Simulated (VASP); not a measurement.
Runs of VASP 6.6.1 on PbS. The structure is that of space group Fm-3m (No. 225), or close to it. The cells are those of the table. 

```csv
task,cell,k mesh,cutoff (eV),smearing,gap on the mesh (eV),pressure (GPa)
relaxation of cell and atoms,"relaxed from a = 4.193 Å, angles 60.0°, 2 atoms",10 × 10 × 10,600,gaussian 0.02 eV,0.50,0.0
single point,"a = 4.043 Å, angles 60.0°, 2 atoms",10 × 10 × 10,520,gaussian 0.05 eV,0.11,10.6
single point,"a = 4.312 Å, angles 60.0°, 2 atoms",10 × 10 × 10,520,gaussian 0.05 eV,0.63,-2.2
single point,"a = 4.193 Å, angles 60.0°, 2 atoms",6 × 6 × 6,520,gaussian 0.1 eV,0.36,2.2
single point,"a = 4.249 Å, angles 60.0°, 2 atoms",10 × 10 × 10,520,gaussian 0.02 eV,0.50,-0.1
single point,"a = 4.193 Å, angles 60.0°, 2 atoms",10 × 10 × 10,520,gaussian 0.05 eV,(c),2.2
single point,"a = 4.032, b = 4.115, c = 4.115 Å, angles 60.0, 59.3, 59.3°, 2 atoms",10 × 10 × 10,520,gaussian 0.05 eV,(a),(b)
```

Alike in all rows: level PBE; potentials or basis VASP PAW PBE potentials, release 64 (Pb_d, S); no spin polarisation.

Q: Estimate the missing entries.

A: (a) none; (b) 8.6; (c) 0.39.

Caveats: spin-orbit coupling is left out, which moves the levels of the heavy elements.

A k mesh can miss the band edges, and the runs leave out spin-orbit coupling on Pb.
